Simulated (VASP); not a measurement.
Al4CoRu3: single point with PBE

Al4CoRu3:

```
Al Co Ru
1.0
    -2.97491    2.97491    2.97491
     2.97491   -2.97491    2.97491
     2.97491    2.97491   -2.97491
Al Co Ru
4 1 3
Direct
  0.00000 0.50000 0.00000
  0.50000 0.50000 0.50000
  0.00000 0.00000 0.50000
  0.50000 0.00000 0.00000
  0.00000 0.00000 0.00000
  0.50000 0.00000 0.50000
  0.50000 0.50000 0.00000
  0.00000 0.50000 0.50000
```

| Item | Value |
| --- | --- |
| Program | VASP 6.6.1 |
| Task | single point |
| Functional | PBE |
| Potentials or basis | VASP PAW PBE potentials, release 64 (Al, Co, Ru_pv) |
| Cutoff | 520 eV |
| k mesh | 4 × 4 × 4 |
| Occupations | gaussian, width 0.1 eV |
| Spin | collinear spin, ferromagnetic start |
| Starting moments | [0.0, 0.0, 0.0, 0.0, 3.0, 0.0, 0.0, 0.0] μB |
| Dipole correction | no |
| Further INCAR settings | ALGO = Normal; EDIFF = 1e-06; NBANDS = 46 |

| Item | Value |
| --- | --- |
| Pressure | -0.1 GPa |
| Net moment | 0.51 μB per cell |
| Site moments | Al -0.00; Co +0.23; Ru +0.09 μB |
| Valence electrons inside the program's atomic spheres | Al 0.80; Co 8.25; Ru 12.81 |

Levels at points of the mesh, in eV from the Fermi level:
Spin up:
```
           k point  band 27  band 28  band 29  band 30  band 31  band 32  band 33  band 34  band 35  band 36
(0.00, 0.00, 0.00)    -1.18    -1.02    -1.02    -1.02    -0.02    -0.02    -0.02     0.71     0.71     1.60
(0.50, 0.00, 0.00)    -1.00    -0.79    -0.78    -0.64    -0.52     0.47     0.51     1.33     2.46     2.83
(0.50, 0.50, 0.50)    -1.30     0.16     0.16     0.16     0.73     0.73     2.05     2.05     2.16     2.87
```
Spin down:
```csv
k point,band 27,band 28,band 29,band 30,band 31,band 32,band 33,band 34
"(0.00, 0.00, 0.00)",-1.12,-0.87,-0.87,-0.87,0.09,0.09,0.09,0.87
"(0.50, 0.00, 0.00)",-0.84,-0.73,-0.62,-0.47,-0.46,0.50,0.58,1.46
"(0.50, 0.50, 0.50)",-1.17,0.28,0.28,0.28,0.91,0.91,2.11,2.11
```

It took 2.1 min on 1 thread of Intel(R) Xeon(R) Platinum 8259CL CPU @ 2.50GHz (Skylake/Cascade Lake), with other jobs on the host, peak memory 0.32 GiB.

Caveat: the k points lie up to 0.37 Å⁻¹ apart.
